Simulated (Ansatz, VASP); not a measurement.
**One calculation of HPt6, two programs**

File INCAR:

```
  PREC = Accurate
  ENCUT = 520
  EDIFF = 1E-6
  ISMEAR = 0
  SIGMA = 0.1
  LREAL = False
  LASPH = True
  NELM = 80
  ALGO = Normal
  ISIF = 2
  LWAVE = False
  LCHARG = False
  LDIPOL = True
  IDIPOL = 3
  DIPOL = 0.5 0.5 0.300
  GGA = PE
  NBANDS = 74
```

The input KPOINTS:

```
regular mesh
0
Gamma
  6 6 1
```

The input POSCAR:

```
HPt6
1.0
    5.6145835605      0.0000000000      0.0000000000
   -2.8072917802      4.8623719950      0.0000000000
    0.0000000000      0.0000000000     22.6197373747
Pt H
12 2
Direct
    0.3333333333      0.1666666667      0.1768367127
    0.3333333333      0.6666666667      0.1768367127
    0.8333333333      0.1666666667      0.1768367127
    0.8333333333      0.6666666667      0.1768367127
    0.1666666667      0.3333333333      0.2789580515
    0.1666666667      0.8333333333      0.2789580515
    0.6666666667      0.3333333333      0.2789580515
    0.6666666667      0.8333333333      0.2789580515
    0.0000000000      0.0000000000      0.3810715055
    0.0000000000      0.5000000000      0.3810715055
    0.5000000000      0.0000000000      0.3810715055
    0.5000000000      0.5000000000      0.3810715055
    0.1731342233      0.3462684466      0.4292595097
    0.3268657767      0.6537315534      0.4292595097
```

Input for Ansatz:

```yaml
crystal:
  lattice:
    - [5.6145835605, 0.0, 0.0]
    - [-2.8072917802, 4.862371995, 0.0]
    - [0.0, 0.0, 22.6197373747]
  atoms:
    - { symbol: Pt, position: [0.3333333333, 0.1666666667, 0.1768367127] }
    - { symbol: Pt, position: [0.3333333333, 0.6666666667, 0.1768367127] }
    - { symbol: Pt, position: [0.8333333333, 0.1666666667, 0.1768367127] }
    - { symbol: Pt, position: [0.8333333333, 0.6666666667, 0.1768367127] }
    - { symbol: Pt, position: [0.1666666667, 0.3333333333, 0.2789580515] }
    - { symbol: Pt, position: [0.1666666667, 0.8333333333, 0.2789580515] }
    - { symbol: Pt, position: [0.6666666667, 0.3333333333, 0.2789580515] }
    - { symbol: Pt, position: [0.6666666667, 0.8333333333, 0.2789580515] }
    - { symbol: Pt, position: [0.0, 0.0, 0.3810715055] }
    - { symbol: Pt, position: [0.0, 0.5, 0.3810715055] }
    - { symbol: Pt, position: [0.5, 0.0, 0.3810715055] }
    - { symbol: Pt, position: [0.5, 0.5, 0.3810715055] }
    - { symbol: H, position: [0.1731342233, 0.3462684466, 0.4292595097] }
    - { symbol: H, position: [0.3268657767, 0.6537315534, 0.4292595097] }
basis:
  ecutwfc: 420
kpoints:
  mp_grid: { grid: [6, 6, 1] }
hamiltonian:
  xc: pbe
scf:
  occupations: { method: gaussian, width: 0.1 }
output:
  forces: true
  eigenvalues: true
efield:
  axis: 3
  dipole_correction: true
  ramp_width: 0.04
```

Alike in both runs: task single point; functional PBE; k mesh 6 × 6 × 1; occupations gaussian, width 0.1 eV; no spin polarisation.

```csv
,VASP,Ansatz
version,VASP 6.6.1,Ansatz 0.2.0
potentials or method,"VASP PAW PBE potentials, release 64 (Pt, H), cutoff 520 eV","scalar-relativistic, plane waves, PAW"
valence electrons in the cell,122,218
```

Ansatz gave:

```
gap on the k mesh at the Fermi level (eV) : none
rms of the force components (eV/Å)        : 0.279
```

What did VASP give for the same quantities?

gap on the k mesh at the Fermi level (eV): none; rms of the force components (eV/Å): 0.274.

Atom by atom the forces differ by 0.010 eV/Å (rms over components). A gap of «none» marks a metal or a gap that the smearing closes. VASP's potentials hold 122 valence electrons a cell and Ansatz's 218, so a difference there can come from the potentials and not from the codes.

Neither program's run includes spin-orbit coupling.
